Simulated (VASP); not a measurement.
Runs of VASP 6.6.1 on GaCo. The structure is that of space group Pm-3m (No. 221), or close to it. The cells are those of the table. 

| cell | gap on the mesh (eV) | pressure (GPa) | moment (μB) |
| --- | --- | --- | --- |
| a = 2.897 Å, 2 atoms | none | -2.2 | 0.23 |
| a = 2.878 Å, 2 atoms | none | (c) | 0.21 |
| a = 2.839 Å, 2 atoms | none | (b) | 0.14 |
| a = 2.859 Å, 2 atoms | none | (a) | 0.17 |
| a = 2.934 Å, 2 atoms | none | -7.9 | 0.24 |

Alike in all rows: task single point; level PBE; potentials or basis VASP PAW PBE potentials, release 64 (Ga_d, Co); spin collinear, ferromagnetic start; k mesh 8 × 8 × 8; cutoff (eV) 520; smearing fermi-dirac 0.05 eV.

**Question.** Estimate the missing entries.

**Answer.** (a) 5.0; (b) 9.2; (c) 1.2.

Caveats: the cell stands under pressure (at least some runs); the cell stands under tension (at least some runs).

A k mesh can miss the band edges, and the runs leave out spin-orbit coupling on Ga.

A gap of «none» marks levels without a gap at the run's occupations.
